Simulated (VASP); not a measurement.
# C (C2/m) in VASP: settings compared

The runs below take C through single point, with PBEsol, r2SCAN-based global hybrid.

All numbers are computed with VASP 6.6.1; they aren't measurements. Logs are shortened: lines on timing, memory, paths and dates and some standing lists are left out, and cuts for length are marked.

## Step 1: The cell of the first run

The structure is monoclinic, space group C2/m (No. 12). Conventional cell: a = 4.338 Å, b = 2.505 Å, c = 3.838 Å, α = 90.00°, β = 111.49°, γ = 90.00°. C (site symmetry m) has 3 C at 1.45 Å within 1.9 Å.

## Step 2: Single point, PBEsol

File INCAR:

```
SYSTEM = C
PREC     = Accurate       ! precision mode
ENCUT    = 520            ! plane-wave cutoff, eV
EDIFF    = 1E-7           ! SCF threshold, eV
ISMEAR   = -1             ! smearing method
SIGMA    = 0.05           ! smearing width, eV
LREAL    = .False.        ! projectors in reciprocal space
LASPH    = .True.         ! aspherical terms in the spheres
NELM     = 100            ! most SCF steps
ALGO     = Normal         ! electronic algorithm
ISIF     = 2              ! what is computed and relaxed
LWAVE    = .False.        ! write WAVECAR
LCHARG   = .False.        ! write CHGCAR
GGA      = PS             ! functional
NBANDS   = 11             ! bands
```

File KPOINTS:

```
Automatic mesh
0
Gamma
  13 13 8
  0 0 0
```

File POSCAR:

```
C
1.0
    2.1690430626     -1.2523725254      0.0000000000
    2.1690430626      1.2523725254      0.0000000000
   -1.4061170787      0.0000000000      3.5715304629
C
2
Direct
    0.1666444700      0.1666444700      0.9999069600
    0.8333555300      0.8333555300      0.0000930400
```

Potentials or basis: VASP PAW PBE potentials, release 64 (C).

Command:

```sh
cat potpaw_PBE.64/C/POTCAR > POTCAR
mpirun -np 1 vasp_std > vasp.out
```

OUTCAR:

```text
SYSTEM = C
   PREC = Accurate
   ENCUT = 520
   EDIFF = 1E-7
   ISMEAR = -1
   LREAL = .False.
   LASPH = .True.
   NELM = 100
   ISIF = 2
   GGA = PS

 ion  position               nearest neighbor table
   1  0.167  0.167  1.000-   2 1.45   2 1.45   2 1.45
   2  0.833  0.833  0.000-   1 1.45   1 1.45   1 1.45

  LATTYP: Found a base centered monoclinic cell.
 ALAT       =     4.3380861252
 B/A-ratio  =     0.5773848141
 C/A-ratio  =     0.8848045598
 COS(beta)  =    -0.3663329314

  Lattice vectors:

 A1 = (   2.1690430626,  -1.2523725254,   0.0000000000)
 A2 = (   2.1690430626,   1.2523725254,   0.0000000000)
 A3 = (  -1.4061170787,   0.0000000000,   3.5715304629)

Analysis of symmetry for initial positions (statically):
=====================================================================
 Subroutine PRICEL returns:
 Original cell was already a primitive cell.

 Routine SETGRP: Setting up the symmetry group for a
 base centered monoclinic supercell.

 Subroutine GETGRP returns: Found  4 space group operations
 (whereof  4 operations were pure point group operations)
 out of a pool of  4 trial point group operations.

The static configuration has the point symmetry C_2h.

Analysis of symmetry for dynamics (positions and initial velocities):
=====================================================================
 Subroutine PRICEL returns:
 Original cell was already a primitive cell.

 Routine SETGRP: Setting up the symmetry group for a
 base centered monoclinic supercell.

 Subroutine GETGRP returns: Found  4 space group operations
 (whereof  4 operations were pure point group operations)
 out of a pool of  4 trial point group operations.

The dynamic configuration has the point symmetry C_2h.

 Subroutine INISYM returns: Found  4 space group operations
 (whereof  4 operations are pure point group operations),
 and found     1 'primitive' translations

----------------------------------------------------------------------------------------

                                     Primitive cell

  volume of cell :      19.4038

  direct lattice vectors                    reciprocal lattice vectors
     2.169043063 -1.252372525  0.000000000     0.230516401 -0.399242230  0.090754664
     2.169043063  1.252372525  0.000000000     0.230516401  0.399242230  0.090754664
    -1.406117079  0.000000000  3.571530463     0.000000000  0.000000000  0.279992012

  length of vectors
     2.504632658  2.504632658  3.838358384     0.469860169  0.469860169  0.279992012

  position of ions in fractional coordinates (direct lattice)
     0.166644470  0.166644470  0.999906960
     0.833355530  0.833355530  0.000093040

  ion indices of the primitive-cell ions
   primitive index   ion index
                 1           1
                 2           2

----------------------------------------------------------------------------------------

 KPOINTS: Automatic mesh

Automatic generation of k-mesh.
 Grid dimensions read from file:
 generate k-points for:   13   13    8

 Generating k-lattice:

  Cartesian coordinates                     Fractional coordinates (reciprocal lattice)
     0.017732031 -0.030710941  0.006981128     0.076923077  0.000000000  0.000000000
     0.017732031  0.030710941  0.006981128     0.000000000  0.076923077  0.000000000
     0.000000000  0.000000000  0.034999001     0.000000000  0.000000000  0.125000000

  Length of vectors
     0.036143090  0.036143090  0.034999001

  Shift w.r.t. Gamma in fractional coordinates (k-lattice)
     0.000000000  0.000000000  0.000000000

 Subroutine IBZKPT returns following result:
 ===========================================

 Found    371 irreducible k-points:

 Following reciprocal coordinates:
            Coordinates               Weight
  0.000000  0.000000  0.000000      1.000000
  0.076923  0.000000  0.000000      4.000000
  0.153846 -0.000000  0.000000      4.000000
  0.230769 -0.000000  0.000000      4.000000
  0.307692 -0.000000  0.000000      4.000000
  0.384615 -0.000000 -0.000000      4.000000
[... 16 lines left out ...]
  0.384615  0.153846  0.000000      4.000000
  0.461538  0.153846  0.000000      4.000000
 [... further k-points ...]
   k-points           NKPTS =    371   k-points in BZ     NKDIM =    371   number of bands    NBANDS=     11
   number of dos      NEDOS =    301   number of ions     NIONS =      2
   total plane-waves  NPLWV =  12000
   dimension x,y,z NGX =    20 NGY =   20 NGZ =   30
   dimension x,y,z NGXF=    40 NGYF=   40 NGZF=   60
   ions per type =               2
   NGX,Y,Z   is equivalent  to a cutoff of  13.28, 13.28, 12.99 a.u.
   NGXF,Y,Z  is equivalent  to a cutoff of  26.55, 26.55, 25.99 a.u.
 SYSTEM =  C
   PREC   = accura    normal or accurate (medium, high low for compatibility)
   ISTART =      0    job   : 0-new  1-cont  2-samecut
   ICHARG =      2    charge: 1-file 2-atom 10-const
   ISPIN  =      1    spin polarized calculation?
   LNONCOLLINEAR =      F non collinear calculations
   LSORBIT =      F    spin-orbit coupling
   LASPH  =      T    aspherical Exc in radial PAW
   ENCUT  =  520.0 eV  38.22 Ry    6.18 a.u.   4.66  4.66  7.14*2*pi/ulx,y,z
   NELM   =    100;   NELMIN=  2; NELMDL= -5     # of ELM steps
   EDIFF  = 0.1E-06   stopping-criterion for ELM
   LREAL  =      F    real-space projection
   EDIFFG = 0.1E-05   stopping-criterion for IOM
   NSW    =      0    number of steps for IOM
   IBRION =     -1    ionic relax: 0-MD 1-quasi-New 2-CG
   NFREE  =      0    steps in history (QN), initial steepest desc. (CG)
   ISIF   =      2    stress and relaxation
   ISYM   =      2    0-nonsym 1-usesym 2-fastsym
   POTIM  = 0.5000    time-step for ionic-motion
   TEBEG  =    0.0;   TEEND  =   0.0 temperature during run
   PSTRESS=    0.0 pullay stress
   NELECT =       8.0000    total number of electrons
   NUPDOWN=      -1.0000    fix difference up-down
   EMIN   =  10.00;   EMAX   =-10.00  energy-range for DOS
   EFERMI =   0.00;   METHOD = LEGACY
   ISMEAR =    -1;   SIGMA  =   0.05  broadening in eV -4-tet -1-fermi 0-gaus
   EFERMI_NEDOS =   21; number of points for ismear=-14 and -15
   IALGO  =     38    algorithm
   IMIX   =      4    mixing-type and parameters
     AMIX     =   0.40;   BMIX     =  1.00
     AMIX_MAG =   1.60;   BMIX_MAG =  1.00
  volume/ion in A,a.u.               =       9.70        65.47
  Fermi-wavevector in a.u.,A,eV,Ry     =   1.218455  2.302546 20.199651  1.484632
  Thomas-Fermi vector in A             =   2.353741
   LORBIT       =      0    0 simple, 1 ext, 2 COOP (PROOUT), +10 PAW based schemes
   GGA     = PS    functional components
   LHFCALC =     F    Hartree Fock is set to
   AEXX    =    0.0000 exact exchange contribution
   IVDW    =     0    specifies the selected vdW correction
   LEPSILON=     F    determine dielectric tensor
   LRPA    =     F    only Hartree local field effects (RPA)
 non-spin polarized calculation
  energy-cutoff  :      520.00
  volume of cell :       19.40
 maximum number of plane-waves:       535
   NGX =  9   NGY =  9   NGZ = 15

 number of electron       8.0000000 magnetization

 Free energy of the ion-electron system (eV)
  ---------------------------------------------------
  ext. energy  EPLUGINS =         0.00000000
  ---------------------------------------------------
  free energy    TOTEN  =       -19.25012932 eV

  energy without entropy =      -19.25012776  energy(sigma->0) =      -19.25012854

 E-fermi :   3.8521     XC(G=0): -10.0153

 val. band max:        3.4186037801   @ k =  -0.3077   0.3077   0.0000
 cond. band min:       4.3158369387   @ k =  -0.3077   0.3846   0.3750
 fundamental gap:      0.8972331586
 Fermi energy:         3.8520719752

 k-point     1 :       0.0000    0.0000    0.0000
  band No.  band energies     occupation
      1     -15.3926      2.00000
      2      -2.7509      2.00000
      3       0.7988      2.00000
      4       0.8021      2.00000
      5       7.5953      0.00000
      6      11.8141      0.00000
      7      11.8160      0.00000
      8      14.6424      0.00000
      9      15.4428      0.00000
     10      25.5553      0.00000
     11      26.9518      0.00000

 k-point     2 :       0.0769    0.0000    0.0000
  band No.  band energies     occupation
      1     -15.2545      2.00000
      2      -2.6059      2.00000
      3       0.2505      2.00000
      4       0.5228      2.00000
      5       7.7901      0.00000
      6      11.8706      0.00000
      7      12.3855      0.00000
      8      14.1835      0.00000
      9      15.7106      0.00000
     10      25.9805      0.00000
     11      26.4452      0.00000

 k-point     3 :       0.1538   -0.0000    0.0000
  band No.  band energies     occupation
      1     -14.8418      2.00000
      2      -2.1735      2.00000
      3      -1.1586      2.00000
      4      -0.1510      2.00000
      5       8.3724      0.00000
      6      11.8279      0.00000
      7      12.9452      0.00000
      8      13.9186      0.00000
      9      16.5693      0.00000
     10      24.7355      0.00000
     11      27.0642      0.00000

 k-point     4 :       0.2308   -0.0000    0.0000
  band No.  band energies     occupation
      1     -14.1589      2.00000
      2      -3.0089      2.00000
      3      -1.4640      2.00000
      4      -0.9364      2.00000
      5       9.3274      0.00000
      6      11.1941      0.00000
      7      11.6018      0.00000
      8      16.0789      0.00000
      9      17.8265      0.00000
     10      22.8364      0.00000
     11      26.0019      0.00000

 k-point     5 :       0.3077   -0.0000    0.0000
  band No.  band energies     occupation
      1     -13.2152      2.00000
      2      -4.9979      2.00000
      3      -1.6350      2.00000
      4      -0.5053      2.00000
      5       9.2227      0.00000
      6      10.6528      0.00000
      7      11.3097      0.00000
      8      18.5463      0.00000
      9      18.7619      0.00000
     10      21.5375      0.00000
     11      24.8377      0.00000
[... 211 lines left out ...]
 k-point    21 :       0.2308    0.1538   -0.0000
  band No.  band energies     occupation
      1     -14.4132      2.00000
      2      -2.1332      2.00000
      3      -1.9145      2.00000
      4      -0.9103      2.00000
      5       9.3656      0.00000
      6      11.8052      0.00000
      7      12.1939      0.00000
      8      14.4400      0.00000
      9      17.8083      0.00000
     10      22.7548      0.00000
     11      27.4488      0.00000

 k-point    22 :       0.3077    0.1538   -0.0000
  band No.  band energies     occupation
      1     -13.7305      2.00000
      2      -3.3748      2.00000
      3      -2.0677      2.00000
      4      -1.2481      2.00000
      5      10.3740      0.00000
      6      10.4205      0.00000
      7      13.1740      0.00000
      8      14.5595      0.00000
      9      19.6956      0.00000
     10      20.7979      0.00000
     11      26.5156      0.00000

 k-point    23 :       0.3846    0.1538    0.0000
  band No.  band energies     occupation
      1     -12.7915      2.00000
      2      -4.9627      2.00000
      3      -3.0384      2.00000
      4      -0.3146      2.00000
      5       8.7495      0.00000
      6      11.7659      0.00000
      7      13.4300      0.00000
      8      15.7107      0.00000
      9      19.0523      0.00000
     10      21.4809      0.00000
     11      24.8217      0.00000

 k-point    24 :       0.4615    0.1538    0.0000
  band No.  band energies     occupation
      1     -11.6181      2.00000
      2      -6.7315      2.00000
      3      -3.6514      2.00000
      4       0.8259      2.00000
      5       7.1002      0.00000
      6      13.0855      0.00000
      7      13.4351      0.00000
      8      16.7977      0.00000
      9      18.2875      0.00000
     10      21.3424      0.00000
     11      25.0147      0.00000

 [... further k-points ...]
[... 5 lines left out ...]
  --------------------------------------------------------------------------------------
  -------------------------------------------------------------------------------------
  Total       -2.3402993     -2.3481626      0.0283118      0.0000000      0.0000000     -0.0030103
  in kB     -193.2395070   -193.8887852      2.3377192      0.0000000      0.0000000     -0.2485578
  external PRESSURE =    -128.2635243 kB  Pullay stress =       0.0000000 kB

 VOLUME and BASIS-vectors are now :
 -----------------------------------------------------------------------------
  energy-cutoff  :      520.00
  volume of cell :       19.40
      direct lattice vectors                 reciprocal lattice vectors
     2.169043063 -1.252372525  0.000000000     0.230516401 -0.399242230  0.090754664
     2.169043063  1.252372525  0.000000000     0.230516401  0.399242230  0.090754664
    -1.406117079  0.000000000  3.571530463     0.000000000  0.000000000  0.279992012

 POSITION                                       TOTAL-FORCE (eV/Angst)
 -----------------------------------------------------------------------------------
     -0.68307      0.00000      3.57120        -0.002216      0.000000      0.004803
      3.61504      0.00000      0.00033         0.002216      0.000000     -0.004803
 -----------------------------------------------------------------------------------
    total drift:                               -0.000000     -0.000000      0.000000

  FREE ENERGIE OF THE ION-ELECTRON SYSTEM (eV)
  ---------------------------------------------------
  free  energy   TOTEN  =       -19.2501293215 eV

  energy  without entropy=      -19.2501277601  energy(sigma->0) =      -19.25012854
```

It took 48 s on 1 thread of Intel Xeon 6975P-C, shared host; peak memory 0.18 GiB.

Results:

| Quantity | Value |
| --- | --- |
| Free energy | -19.2501 eV |
| Pressure | -12.8 GPa |
| Largest force | 0.005 eV/Å |
| Band gap on the k mesh | 0.90 eV, indirect (least direct gap 0.91 eV) |

Forces on the atoms (eV/Å):
```
C   -0.002  0.000  0.005
C    0.002  0.000 -0.005
```

Caveat: the PAW data sets were made with another functional, which shifts forces and pressure a little; this functional lacks dispersion, which binds the layers, so the pressure and a relaxed spacing across them are unreliable.

## Step 3: Single point, r2SCAN-based global hybrid

This run uses another cell than the first one, of 9.15 Å³/atom, 0.943 times its volume.

File POSCAR:

```
C
1.0
    2.1273203072     -1.2282824400      0.0000000000
    2.1273203072      1.2282824400      0.0000000000
   -1.3790696309      0.0000000000      3.5028300786
C
2
Direct
    0.1666444700      0.1666444700      0.9999069600
    0.8333555300      0.8333555300      0.0000930400
```

File INCAR.step1:

```
SYSTEM = C
PREC = Accurate
ENCUT = 520
EDIFF = 1E-5
ISMEAR = -1
SIGMA = 0.05
LREAL = .FALSE.
LASPH = .TRUE.
NELM = 60
ALGO = Normal
ISIF = 2
LWAVE = .TRUE.
LCHARG = .FALSE.
GGA = PE
NBANDS = 11
```

File INCAR.step2:

```
SYSTEM = C
PREC = Accurate
ENCUT = 520
EDIFF = 1E-6
ISMEAR = -1
SIGMA = 0.05
LREAL = .FALSE.
LASPH = .TRUE.
NELM = 60
ALGO = Normal
ISIF = 2
LWAVE = .FALSE.
LCHARG = .FALSE.
METAGGA = R2SCAN
LHFCALC = .TRUE.
AEXX = 0.25
LMIXTAU = .TRUE.
PRECFOCK = Normal
ISTART = 1
NBANDS = 11
```

File KPOINTS:

```
Automatic mesh
0
G
  7 7 4
  0 0 0
```

Potentials or basis: VASP PAW PBE potentials, release 64 (C).

Command:

```sh
cat potpaw_PBE.64/C/POTCAR > POTCAR
cp INCAR.step1 INCAR
mpirun -np 1 vasp_std > vasp.out
cp INCAR.step2 INCAR
mpirun -np 1 vasp_std > vasp.out
```

Wall time 6.4 min (1 thread of Intel Xeon Platinum 8488C (Sapphire Rapids), shared host); peak memory 0.14 GiB.

The run converged. Its results:

- Free energy: -23.3049 eV
- Pressure: -3.9 GPa
- Largest force: 0.015 eV/Å
- Band gap on the k mesh: 3.58 eV, indirect (least direct gap 3.59 eV)

Forces on the atoms (eV/Å):
```
C   -0.002  0.000  0.015
C    0.002  0.000 -0.015
```

Stress tensor (GPa, compression positive):
```
-5.93  0.00 -0.05
 0.00 -6.02  0.00
-0.05  0.00  0.28
```

Levels at points of the mesh, in eV from the valence-band top:
```
           k point  band 2  band 3  band 4  band 5  band 6  band 7
(0.00, 0.00, 0.00)   -7.04   -2.82   -2.82    6.31   11.57   11.58
(0.00, 0.00, 0.50)   -8.81   -2.83   -2.83   11.53   11.54   12.55
```

Caveat: the k points lie up to 0.45 Å⁻¹ apart; the PAW data sets were made with another functional, which shifts forces and pressure a little. A k mesh can miss the band edges.

## Step 4: Single point, r2SCAN-based global hybrid

This run uses another cell than the first one, of 9.15 Å³/atom, 0.943 times its volume.

POSCAR is that of step 3.

File INCAR.step1:

```
SYSTEM = C
ALGO = Normal
EDIFF = 1E-5
ENCUT = 520
GGA = PE
ISIF = 2
ISMEAR = -1
LASPH = .TRUE.
LCHARG = .FALSE.
LREAL = .FALSE.
LWAVE = .TRUE.
NBANDS = 11
NELM = 100
PREC = Accurate
SIGMA = 0.05
```

File INCAR.step2:

```
SYSTEM = C
AEXX = 0.35
ALGO = Normal
EDIFF = 1E-6
ENCUT = 520
ISIF = 2
ISMEAR = -1
ISTART = 1
LASPH = .TRUE.
LCHARG = .FALSE.
LHFCALC = .TRUE.
LMIXTAU = .TRUE.
LREAL = .FALSE.
LWAVE = .FALSE.
METAGGA = R2SCAN
NBANDS = 11
NELM = 100
PREC = Accurate
PRECFOCK = Normal
SIGMA = 0.05
```

File KPOINTS:

```
k-points
0
G
  7 7 4
  0 0 0
```

Command:

```sh
cat potpaw_PBE.64/C/POTCAR > POTCAR
cp INCAR.step1 INCAR
mpirun -np 1 vasp_std > vasp.out
cp INCAR.step2 INCAR
mpirun -np 1 vasp_std > vasp.out
```

Run time: 6.5 min. Hardware: 1 thread of Intel Xeon Platinum 8488C (Sapphire Rapids), shared host; peak memory 0.14 GiB.

It converged, with:

* Free energy: -24.6781 eV
* Pressure: -5.6 GPa
* Largest force: 0.016 eV/Å
* Band gap on the k mesh: 4.03 eV, indirect (least direct gap 4.04 eV)

Forces on the atoms (eV/Å):
```
C   -0.002  0.000  0.016
C    0.002  0.000 -0.016
```

Stress tensor (GPa, compression positive):
```
-8.43  0.00 -0.06
 0.00 -8.53  0.00
-0.06  0.00  0.30
```

Levels at points of the mesh, in eV from the valence-band top:
```
           k point  band 1  band 2  band 3  band 4  band 5  band 6  band 7  band 8  band 9
(0.00, 0.00, 0.00)  -22.56   -7.39   -3.12   -3.12    6.76   12.27   12.27   16.67   17.27
(0.00, 0.00, 0.50)  -22.33   -9.22   -3.13   -3.13   12.22   12.23   13.12   16.86   17.09
```

Caveat: the k points lie up to 0.45 Å⁻¹ apart; the PAW data sets were made with another functional, which shifts forces and pressure a little.

## Step 5: The runs side by side

| level | cell | k mesh | grid for exact exchange (PRECFOCK) | share of exact exchange | gap on the mesh (eV) | pressure (GPa) | largest force (eV/Å) |
| --- | --- | --- | --- | --- | --- | --- | --- |
| PBEsol | a = 2.505, b = 2.505, c = 3.838 Å, angles 108.5, 108.5, 60.0°, 2 atoms | 13 × 13 × 8 | - | - | 0.90 | -12.8 | 0.01 |
| r2SCAN-based global hybrid | a = 2.456, b = 2.456, c = 3.765 Å, angles 108.5, 108.5, 60.0°, 2 atoms | 7 × 7 × 4 | Normal | 0.25 | 3.58 | -3.9 | 0.02 |
| r2SCAN-based global hybrid | a = 2.456, b = 2.456, c = 3.765 Å, angles 108.5, 108.5, 60.0°, 2 atoms | 7 × 7 × 4 | Normal | 0.35 | 4.03 | -5.6 | 0.02 |

Alike in all rows: task single point; potentials or basis VASP PAW PBE potentials, release 64 (C); no spin polarisation; cutoff (eV) 520; smearing fermi-dirac 0.05 eV.

Caveats: some runs use coarse meshes; the PAW data sets were made with another functional, which shifts forces and pressure a little; this functional lacks dispersion, which binds the layers, so the pressure and a relaxed spacing across them are unreliable (some runs).

Total energies depend on the potentials used, so only differences within one code and one set of settings carry meaning.
